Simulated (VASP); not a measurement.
Here is a VASP 6.6.1 calculation.

Contents of INCAR:

```
SYSTEM = MgSi2N2
PREC     = Accurate       ! precision mode
ENCUT    = 520            ! plane-wave cutoff, eV
EDIFF    = 1E-6           ! SCF threshold, eV
ISMEAR   = 0              ! smearing method
SIGMA    = 0.1            ! smearing width, eV
LREAL    = .False.        ! projectors in reciprocal space
LASPH    = .True.         ! aspherical terms in the spheres
NELM     = 60             ! most SCF steps
ALGO     = Normal         ! electronic algorithm
ISIF     = 2              ! what is computed and relaxed
LWAVE    = .False.        ! write WAVECAR
LCHARG   = .True.         ! write CHGCAR
GGA      = PE             ! functional
LELF     = .True.         ! ELF
LVHAR    = .True.       
NBANDS   = 18             ! bands
```

File KPOINTS:

```
regular mesh
0
Gamma
  6 6 6
  0 0 0
```

Contents of POSCAR:

```
MgSi2N2
1.0
   -1.9175936900      2.4621108900      3.8771361800
    1.9175936900     -2.4621108900      3.8771361800
    1.9175936900      2.4621108900     -3.8771361800
Mg Si N
1 2 2
Direct
    0.0000000000      0.0000000000      0.0000000000
    0.7011385100      0.2011385100      0.5000000000
    0.2988614900      0.7988614900      0.5000000000
    0.7411906800      0.5000000000      0.2411906800
    0.2588093200      0.5000000000      0.7588093200
```

Potentials or basis: VASP PAW PBE potentials, release 64 (Mg, Si, N).

Run with:

```console
$ cat potpaw_PBE.64/Mg/POTCAR potpaw_PBE.64/Si/POTCAR potpaw_PBE.64/N/POTCAR > POTCAR
$ mpirun -np 1 vasp_std > vasp.out
```

**Question.** What does it give for the pressure?

**Answer.** -11.6 GPa.

**Question.** Predict the largest force.

**Answer.** 0.502 eV/Å.

**Question.** Estimate the band gap on the k mesh.

**Answer.** Zero (band 10 reaches 5.76 eV, above the bottom of band 11 at 5.07 eV).

Forces in eV/Å, atoms in the order of the input:
```
Mg   0.000  0.000  0.000
Si   0.000  0.000  0.502
Si   0.000  0.000 -0.502
N    0.000  0.330  0.000
N    0.000 -0.330  0.000
```
